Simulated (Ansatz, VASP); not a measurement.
# Two plane-wave programs on KCaF3

```
K Ca F
1.0
     4.21747    0.00000    0.00000
     0.00000    4.21747    0.00000
     0.00000    0.00000    5.06096
K Ca F
1 1 3
Direct
  0.50000 0.50000 0.50000
  0.00000 0.00000 0.00000
  0.00000 0.50000 0.00000
  0.00000 0.00000 0.50000
  0.50000 0.00000 0.00000
```

Alike in both runs: task single point; functional LDA; k mesh 6 × 6 × 6; occupations gaussian, width 0.05 eV; no spin polarisation.

|  | VASP | Ansatz |
| --- | --- | --- |
| version | VASP 6.6.1 | Ansatz 0.2.0 |
| potentials or method | VASP PAW LDA potentials, release 64 (K_sv, Ca_sv, F), cutoff 520 eV | scalar-relativistic, plane waves, PAW |
| valence electrons in the cell | 40 | 40 |

Ansatz gave:

| Property | Result |
| --- | --- |
| gap on the k mesh at the Fermi level (eV) | 5.67 |
| least direct gap on the mesh (eV) | 5.73 |
| pressure (GPa) | -2.4 |
| traceless stress, the component that is largest in VASP (GPa) | -7.10 |

Problem. Estimate VASP's values.

Solution. gap on the k mesh at the Fermi level (eV): 5.66; least direct gap on the mesh (eV): 5.71; pressure (GPa): -2.1; traceless stress, the component that is largest in VASP (GPa): -7.48.

LDA's correlation is that of Perdew and Zunger in VASP and of Perdew and Wang (1992) in Ansatz.
